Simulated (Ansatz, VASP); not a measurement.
## Si3N in VASP and in Ansatz

```
Si N
1.0
     3.81552    0.00000    0.00000
    -1.90776    3.30433    0.00000
     0.00000    0.00000   25.79138
Si N
6 2
Direct
  0.66667 0.33333 0.15509
  0.33333 0.66667 0.18598
  0.33333 0.66667 0.27748
  0.66667 0.33333 0.30703
  0.66667 0.33333 0.39974
  0.33333 0.66667 0.42616
  0.66667 0.83333 0.54636
  0.66667 0.83333 0.58901
```

Alike in both runs: task single point; functional PBE; dispersion D3(BJ); k mesh 9 × 9 × 1; occupations gaussian, width 0.05 eV; no spin polarisation.

|  | VASP | Ansatz |
| --- | --- | --- |
| version | VASP 6.6.1 | Ansatz 0.2.0 |
| potentials or method | VASP PAW PBE potentials, release 64 (Si, N), cutoff 520 eV | scalar-relativistic, plane waves, PAW |
| valence electrons in the cell | 34 | 34 |

```tsv
	VASP	Ansatz	Ansatz less VASP
gap on the k mesh at the Fermi level (eV)	none	none	-
rms of the force components (eV/Å)	0.659	0.200	-0.4591
work function, face that differs most (eV)	4.42	4.41	-0.007
```

Atom by atom the forces differ by 0.520 eV/Å (rms over components). A gap of «none» marks a metal or a gap that the smearing closes. One of these differences is far larger than is usual between the two programs; its cause wasn't traced.

Noted on VASP's run: the standard files for N, O and F lose accuracy on very short bonds.
